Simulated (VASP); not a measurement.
Wanted: the native input for a VASP 6.6.1 run.

```yaml
Task: single point
Functional: PBE
Potentials_or_basis: VASP PAW PBE potentials, release 64 (W_sv, C)
Cutoff: 520 eV
k_mesh: 17 × 17 × 15
Occupations: fermi-dirac, width 0.08 eV
Spin: no spin polarisation
Dipole_correction: no
Further_INCAR_settings: ALGO = Normal; EDIFF = 1e-06; NBANDS = 16
```

The structure of WC (WC type) lies in POSCAR:

```
WC
1.0
    2.5732029400      0.0000000000      0.0000000000
   -1.2866014700      2.2284591152      0.0000000000
    0.0000000000      0.0000000000      2.5747244721
W C
1 1
Direct
    0.0000000000      0.0000000000      0.0000000000
    0.3333333333      0.6666666667      0.5000000000
```

The input as run:

INCAR

```
PREC     = Accurate       # precision mode
ENCUT    = 520            # plane-wave cutoff, eV
EDIFF    = 1E-6           # SCF threshold, eV
ISMEAR   = -1             # smearing method
SIGMA    = 0.08           # smearing width, eV
LREAL    = F              # projectors in reciprocal space
LASPH    = T              # aspherical terms in the spheres
NELM     = 60             # most SCF steps
ALGO     = Normal         # electronic algorithm
ISIF     = 2              # what is computed and relaxed
LWAVE    = F              # write WAVECAR
LCHARG   = T              # write CHGCAR
GGA      = PE             # functional
LELF     = T              # ELF
LVHAR    = T            
NBANDS   = 16             # bands
```

KPOINTS

```
regular mesh
0
Gamma
  17 17 15
```

Potentials or basis: VASP PAW PBE potentials, release 64 (W_sv, C).

The run is started by

```bash
$ cat potpaw_PBE.64/W_sv/POTCAR potpaw_PBE.64/C/POTCAR > POTCAR
$ mpirun -np 1 vasp_std > vasp.out
```

It gave:

* Pressure: 287.8 GPa
* Band gap on the k mesh: zero (band 9 reaches 18.09 eV, above the bottom of band 10 at 15.46 eV)

Caveat: spin-orbit coupling is left out, which moves the levels of the heavy elements.

Wall time 22 s on 1 thread of Intel(R) Xeon(R) 6975P-C (Granite Rapids), with other jobs on the host, peak memory 0.17 GiB.
